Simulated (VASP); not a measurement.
Here is a VASP 6.6.1 calculation.

File INCAR:

```
ALGO = Normal
EDIFF = 1E-6
ENCUT = 520
GGA = PS
ISIF = 2
ISMEAR = -1
LASPH = T
LCHARG = F
LREAL = F
LWAVE = F
NBANDS = 36
NELM = 100
PREC = Accurate
SIGMA = 0.05
```

Contents of KPOINTS:

```
k-points
0
Gamma
  6 6 6
```

The input POSCAR:

```
GaGe3
1.0
    4.2206418035      0.0000000000      0.0000000000
    0.0000000000      4.2206418035      0.0000000000
    0.0000000000      0.0000000000      4.2206418035
Ge Ga
3 1
Direct
    0.5000000000      0.5000000000      0.0000000000
    0.5000000000      0.0000000000      0.5000000000
    0.0000000000      0.5000000000      0.5000000000
    0.0000000000      0.0000000000      0.0000000000
```

Potentials or basis: VASP PAW PBE potentials, release 64 (Ge_d, Ga_d).

Launch:

```bash
$ cat potpaw_PBE.64/Ge_d/POTCAR potpaw_PBE.64/Ga_d/POTCAR > POTCAR
$ mpirun -np 1 vasp_std > vasp.out
```

Problem. Predict the pressure.

Solution. -1.1 GPa.

Caveat: the PAW data sets were made with another functional, which shifts forces and pressure a little.
